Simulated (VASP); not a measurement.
# SiC (P6_3mc) in VASP: further runs

Runs on SiC. Level: PBE. Tasks: vibrations by perturbation theory.

All numbers are computed with VASP 6.6.1; they aren't measurements. Logs are shortened: lines on timing, memory, paths and dates and some standing lists are left out, and cuts for length are marked.

**1. The cell of the first run**

Symmetry: P6_3mc, No. 186, hexagonal system. The conventional cell has a = 3.092 Å, b = 3.092 Å, c = 5.074 Å, α = 90.00°, β = 90.00°, γ = 120.00°. Si (site symmetry 3m) has 4 C at 1.89 to 1.91 Å within 2.5 Å. C (site symmetry 3m) has 4 Si at 1.89 to 1.91 Å within 2.5 Å.

**2. Vibrations by perturbation theory, PBE**

INCAR

```
PREC = Accurate
ENCUT = 520
EDIFF = 1E-8
ISMEAR = 0
SIGMA = 0.01
LREAL = False
LASPH = True
NELM = 60
ALGO = Normal
ISIF = 2
LWAVE = False
LCHARG = False
GGA = PE
NBANDS = 16
IBRION = 8
NSW = 1
LEPSILON = True
```

KPOINTS

```
Automatic mesh
0
Gamma
  12 12 6
```

POSCAR

```
SiC
1.0
    3.0919365161      0.0000000000      0.0000000000
   -1.5459682580      2.6776955698      0.0000000000
    0.0000000000      0.0000000000      5.0742922929
Si C
2 2
Direct
    0.3333333333      0.6666666667      0.4995817072
    0.6666666667      0.3333333333      0.9995817072
    0.3333333333      0.6666666667      0.8754182928
    0.6666666667      0.3333333333      0.3754182928
```

Potentials or basis: VASP PAW PBE potentials, release 64 (Si, C).

Launch:

```console
$ cat potpaw_PBE.64/Si/POTCAR potpaw_PBE.64/C/POTCAR > POTCAR
$ mpirun -np 1 vasp_std > vasp.out
```

OUTCAR:

```text
PREC = Accurate
   ENCUT = 520
   EDIFF = 1E-8
   ISMEAR = 0
   LREAL = False
   LASPH = True
   NELM = 60
   ISIF = 2
   GGA = PE
   IBRION = 8
   NSW = 1
   LEPSILON = True

 ion  position               nearest neighbor table
   1  0.333  0.667  0.500-   4 1.89   4 1.89   4 1.89   3 1.91   2 3.10   2 3.10   2 3.10   2 3.10
                             2 3.10   2 3.10
   2  0.667  0.333  1.000-   3 1.89   3 1.89   3 1.89   4 1.91   1 3.10   1 3.10   1 3.10   1 3.10
                             1 3.10   1 3.10
   3  0.333  0.667  0.875-   2 1.89   2 1.89   2 1.89   1 1.91
   4  0.667  0.333  0.375-   1 1.89   1 1.89   1 1.89   2 1.91

  LATTYP: Found a hexagonal cell.
 ALAT       =     3.0919365161
 C/A-ratio  =     1.6411372829

  Lattice vectors:

 A1 = (   3.0919365161,   0.0000000000,   0.0000000000)
 A2 = (  -1.5459682580,   2.6776955698,   0.0000000000)
 A3 = (   0.0000000000,   0.0000000000,   5.0742922929)

Analysis of symmetry for initial positions (statically):
=====================================================================
 Subroutine PRICEL returns:
 Original cell was already a primitive cell.

 Routine SETGRP: Setting up the symmetry group for a
 hexagonal supercell.

 Subroutine GETGRP returns: Found 12 space group operations
 (whereof  6 operations were pure point group operations)
 out of a pool of 24 trial point group operations.

The static configuration has the point symmetry C_3v.
 The point group associated with its full space group is C_6v.

Analysis of symmetry for dynamics (positions and initial velocities):
=====================================================================
 Subroutine PRICEL returns:
 Original cell was already a primitive cell.

 Routine SETGRP: Setting up the symmetry group for a
 hexagonal supercell.

 Subroutine GETGRP returns: Found 12 space group operations
 (whereof  6 operations were pure point group operations)
 out of a pool of 24 trial point group operations.

The dynamic configuration has the point symmetry C_3v.
 The point group associated with its full space group is C_6v.

 Subroutine INISYM returns: Found 12 space group operations
 (whereof  6 operations are pure point group operations),
 and found     1 'primitive' translations

----------------------------------------------------------------------------------------

                                     Primitive cell

  volume of cell :      42.0114

  direct lattice vectors                    reciprocal lattice vectors
     3.091936516  0.000000000  0.000000000     0.323421906  0.186727724  0.000000000
    -1.545968258  2.677695570  0.000000000     0.000000000  0.373455449  0.000000000
     0.000000000  0.000000000  5.074292293     0.000000000  0.000000000  0.197071817

  length of vectors
     3.091936516  3.091936516  5.074292293     0.373455449  0.373455449  0.197071817

  position of ions in fractional coordinates (direct lattice)
     0.333333333  0.666666667  0.499581707
     0.666666667  0.333333333  0.999581707
     0.333333333  0.666666667  0.875418293
     0.666666667  0.333333333  0.375418293

  ion indices of the primitive-cell ions
   primitive index   ion index
                 1           1
                 2           2
                 3           3
                 4           4

----------------------------------------------------------------------------------------

 KPOINTS: Automatic mesh

Automatic generation of k-mesh.
 Grid dimensions read from file:
 generate k-points for:   12   12    6

 Generating k-lattice:

  Cartesian coordinates                     Fractional coordinates (reciprocal lattice)
     0.026951825  0.015560644  0.000000000     0.083333333  0.000000000  0.000000000
[... 609 lines left out ...]
  free energy    TOTEN  =        -0.74674934 eV

  energy without entropy =       -0.74674934

------------------------ aborting loop because EDIFF is reached ----------------------------------------

--------------------------------------- Ionic step        2  -------------------------------------------

------------------------ aborting loop because EDIFF is reached ----------------------------------------

--------------------------------------- Ionic step        3  -------------------------------------------

------------------------ aborting loop because EDIFF is reached ----------------------------------------

 PIEZOELECTRIC TENSOR FIELD DIRECTION 3  (e Angst)
 -----------------------------------------------------------------------------
     1.23680  0.00000  0.00000           (  0.06236  0.00000  0.00000)
     0.00000  1.23680  0.00000           (  0.00000  0.06236  0.00000)
     0.00000 -0.00000 -2.14473           (  0.00000 -0.00000 -0.11981)

 PIEZOELECTRIC TENSOR FIELD DIRECTION 3  (C/m^2)
 -----------------------------------------------------------------------------
     0.47168  0.00000  0.00000
     0.00000  0.47168  0.00000
     0.00000 -0.00000 -0.81793

[... ionic steps 4 to 9 ...]

--------------------------------------- Ionic step       10  -------------------------------------------

------------------------ aborting loop because EDIFF is reached ----------------------------------------

[... ionic steps 11 to 11 ...]

--------------------------------------- Ionic step       12  -------------------------------------------

 Free energy of the ion-electron system (eV)
  ---------------------------------------------------
  ---------------------------------------------------
  free energy    TOTEN  =        -0.13501671 eV

  energy without entropy =       -0.13501671

------------------------ aborting loop because EDIFF is reached ----------------------------------------

 INTERNAL STRAIN TENSOR  FOR ION    3  DIRECTION 3   (eV/Angst):
 -----------------------------------------------------------------------------
     4.64175  0.00000 -0.00000
     0.00000  4.64175  0.00000
     0.00000 -0.00000 -8.74808

 MACROSCOPIC STATIC DIELECTRIC TENSOR (including local field effects in DFT)
 ------------------------------------------------------
           6.960701     0.000000     0.000000
           0.000000     6.960701     0.000000
           0.000000     0.000000     7.325620
 ------------------------------------------------------

 PIEZOELECTRIC TENSOR (including local field effects)  for field in x, y, z        (e  Angst)
          XX          YY          ZZ          XY          YZ          ZX
  --------------------------------------------------------------------------------
  x     0.00000     0.00000     0.00000    -0.00000     0.00000     1.53581
  y    -0.00000     0.00000    -0.00000     0.00000     1.53581     0.00000
  z     1.23680     1.23680    -2.14473     0.00000     0.00000     0.00000

 PIEZOELECTRIC TENSOR (including local field effects)  for field in x, y, z        (C/m^2)
          XX          YY          ZZ          XY          YZ          ZX
  --------------------------------------------------------------------------------
  x     0.00000     0.00000     0.00000    -0.00000     0.00000     0.58571
  y    -0.00000     0.00000    -0.00000     0.00000     0.58571     0.00000
  z     0.47168     0.47168    -0.81793     0.00000     0.00000     0.00000

 BORN EFFECTIVE CHARGES (including local field effects) (in |e|, cummulative output)
 ---------------------------------------------------------------------------------
 ion    1
    1     2.64540     0.00000     0.00000
    2     0.00000     2.64540     0.00000
    3     0.00000     0.00000     2.84425
 ion    2
    1     2.64540     0.00000     0.00000
    2     0.00000     2.64540     0.00000
    3     0.00000    -0.00000     2.84425
 ion    3
    1    -2.64540    -0.00000    -0.00000
    2    -0.00000    -2.64540     0.00000
    3     0.00000     0.00000    -2.84425
 ion    4
    1    -2.64540    -0.00000     0.00000
    2    -0.00000    -2.64540    -0.00000
    3    -0.00000    -0.00000    -2.84425

 INTERNAL STRAIN TENSOR FOR ION    4 for displacements in x,y,z  (eV/Angst):
          X           Y           Z          XY          YZ          ZX
  --------------------------------------------------------------------------------
  x     0.00000    -0.00000     0.00000     8.84962     0.00000     5.27960
  y     8.84962    -8.84962     0.00000    -0.00000     5.47111     0.00000
  z     4.64175     4.64175    -8.74808     0.00000     0.00000     0.00000

 SECOND DERIVATIVES (NOT SYMMETRIZED)
 ------------------------------------
               1X          1Y          1Z          2X          2Y          2Z          3X          3Y          3Z          4X          4Y          4Z
  1X   -19.371781   -0.000000   -0.000000    0.614731    0.000000    0.000000    2.164849    0.000000   -0.000000   16.592201    0.000000    0.000000
  1Y    -0.000000  -19.371781    0.000000    0.000000    0.614731    0.000000    0.000000    2.164849    0.000000    0.000000   16.592201    0.000000
  1Z    -0.000000    0.000000  -26.369461    0.000000   -0.000000    8.986847    0.000000    0.000000    8.384018    0.000000    0.000000    8.998596
  2X     0.614731    0.000000    0.000000  -19.371781   -0.000000    0.000000   16.592201    0.000000    0.000000    2.164849    0.000000   -0.000000
  2Y     0.000000    0.614731    0.000000   -0.000000  -19.371781   -0.000000    0.000000   16.592201    0.000000    0.000000    2.164849   -0.000000
  2Z    -0.000000    0.000000    8.986847    0.000000    0.000000  -26.369461   -0.000000    0.000000    8.998596    0.000000    0.000000    8.384018
  3X     2.165265    0.000000    0.000000   16.593324    0.000000    0.000000  -18.747306   -0.000000    0.000000   -0.011283   -0.000000    0.000000
  3Y     0.000000    2.165265    0.000000    0.000000   16.593324    0.000000   -0.000000  -18.747306    0.000000   -0.000000   -0.011283   -0.000000
  3Z     0.000000    0.000000    8.338589    0.000000    0.000000    9.039151   -0.000000   -0.000000  -23.355818    0.000000    0.000000    5.978078
  4X    16.593324    0.000000   -0.000000    2.165265    0.000000   -0.000000   -0.011283   -0.000000   -0.000000  -18.747306   -0.000000   -0.000000
  4Y     0.000000   16.593324   -0.000000    0.000000    2.165265   -0.000000   -0.000000   -0.011283    0.000000   -0.000000  -18.747306    0.000000
  4Z     0.000000    0.000000    9.039151   -0.000000    0.000000    8.338589    0.000000   -0.000000    5.978078    0.000000    0.000000  -23.355818

 Eigenvectors and eigenvalues of the dynamical matrix
 ----------------------------------------------------

   1 f  =   24.436681 THz   153.540193 2PiTHz  815.119926 cm-1   101.061945 meV
             X         Y         Z           dx          dy          dz
     -0.000000  1.785130  2.535024     0.000000   -0.000000    0.021364
      1.545968  0.892565  5.072170     0.000000   -0.000000   -0.021364
     -0.000000  1.785130  4.442128    -0.000000    0.000000    0.706784
      1.545968  0.892565  1.904982    -0.000000    0.000000   -0.706784
[... 71 lines left out ...]
  12 f/i=    0.001443 THz     0.009068 2PiTHz    0.048140 cm-1     0.005969 meV
             X         Y         Z           dx          dy          dz
     -0.000000  1.785130  2.535024    -0.000000   -0.000000    0.591771
      1.545968  0.892565  5.072170    -0.000000   -0.000000    0.591771
     -0.000000  1.785130  4.442128    -0.000000   -0.000000    0.387050
      1.545968  0.892565  1.904982    -0.000000   -0.000000    0.387050

--------------------------------------------------------------------------------------------------------

 MACROSCOPIC STATIC DIELECTRIC TENSOR IONIC CONTRIBUTION
 ------------------------------------------------------
           3.213880     0.000000    -0.000000
           0.000000     3.213880    -0.000000
          -0.000000    -0.000000     4.009686
 ------------------------------------------------------

 ELASTIC MODULI CONTR FROM IONIC RELAXATION (kBar)
 Direction    XX          YY          ZZ          XY          YZ          ZX
 --------------------------------------------------------------------------------
 XX        -413.8797    224.5515    178.4288     -0.0000     -0.0000     -0.0000
 YY         224.5515   -413.8797    178.4288     -0.0000      0.0000      0.0000
 ZZ         178.4288    178.4288   -336.3140      0.0000     -0.0000     -0.0000
 XY          -0.0000     -0.0000      0.0000   -319.2156     -0.0000     -0.0000
 YZ          -0.0000      0.0000     -0.0000     -0.0000   -105.1182     -0.0000
 ZX          -0.0000      0.0000     -0.0000     -0.0000     -0.0000   -112.8426
 --------------------------------------------------------------------------------

 PIEZOELECTRIC TENSOR IONIC CONTR  for field in x, y, z        (C/m^2)
          XX          YY          ZZ          XY          YZ          ZX
  --------------------------------------------------------------------------------
  x    -0.00000     0.00000    -0.00000     0.00000    -0.00000    -0.56666
  y    -0.00000     0.00000    -0.00000    -0.00000    -0.54692    -0.00000
  z    -0.57972    -0.57972     1.09270    -0.00000     0.00000     0.00000
```

It took 11 min on 1 thread of Intel Xeon Platinum 8488C (Sapphire Rapids), shared host; peak memory 0.67 GiB.

What came out:

- Electronic dielectric tensor (diagonal): 6.96, 6.96, 7.33
- Born charges (mean of the diagonal): Si +2.71; C -2.71 e
- Highest phonon frequency at Γ, LO-TO splitting left out: 815 cm⁻¹

Phonon frequencies in cm⁻¹ (negative: imaginary):
| q point | frequencies |
| --- | --- |
| (0.000, 0.000, 0.000) | 0 0 0 257 257 585 743 743 749 779 779 815 |

Electronic dielectric tensor:
```
6.96 0.00 0.00
0.00 6.96 0.00
0.00 0.00 7.33
```

Born effective charge tensors (e):
atom 1, Si
```
2.65 0.00 0.00
0.00 2.65 0.00
0.00 0.00 2.84
```
atom 2, Si
```
2.65 0.00 0.00
0.00 2.65 0.00
0.00 0.00 2.84
```
atom 3, C
```
-2.65  0.00  0.00
 0.00 -2.65  0.00
 0.00  0.00 -2.84
```
atom 4, C
```
-2.65  0.00  0.00
 0.00 -2.65  0.00
 0.00  0.00 -2.84
```

(Continued in part 2 of 2.)
